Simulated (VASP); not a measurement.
Set up this calculation in VASP 6.6.1, as the native input.

| Quantity | Value |
| --- | --- |
| Task | single point |
| Functional | PBE |
| Dispersion | D3(BJ) |
| Potentials or basis | VASP PAW PBE potentials, release 64 (Bi_d) |
| Cutoff | 520 eV |
| k mesh | 18 × 18 × 18 |
| Occupations | gaussian, width 0.15 eV |
| Spin | no spin polarisation |
| Dipole correction | no |
| Further INCAR settings | ALGO = Fast; EDIFF = 1e-06; NBANDS = 14 |

The structure of Bi lies in POSCAR:

```
Bi
1.0
   -1.6722940309      1.6722940309      2.6184779936
    1.6722940309     -1.6722940309      2.6184779936
    1.6722940309      1.6722940309     -2.6184779936
Bi
1
Direct
    0.0000000000      0.0000000000      0.0000000000
```

This cell differs from its parent crystal: volume 29.291 Å^3 an atom, c/a of the conventional cell 1.5658.

The input as run:

INCAR

```
ALGO = Fast
EDIFF = 1E-6
ENCUT = 520
GGA = PE
ISIF = 2
ISMEAR = 0
IVDW = 12
LASPH = T
LCHARG = F
LREAL = F
LWAVE = F
NBANDS = 14
NELM = 100
PREC = Accurate
SIGMA = 0.15
```

KPOINTS

```
k-points
0
Gamma
  18 18 18
```

Potentials or basis: VASP PAW PBE potentials, release 64 (Bi_d).

Run with:

```sh
$ cat potpaw_PBE.64/Bi_d/POTCAR > POTCAR
$ mpirun -np 1 vasp_std > vasp.out
```

Results of the run:

* Pressure: 2.2 GPa
* Dispersion energy per atom: -0.538 eV

Caveat: pairwise dispersion overbinds metals, which lowers pressure and volume.

Wall time 2.4 min on 1 thread of Intel Xeon 6975P-C, on a shared host, peak memory 0.3 GiB.
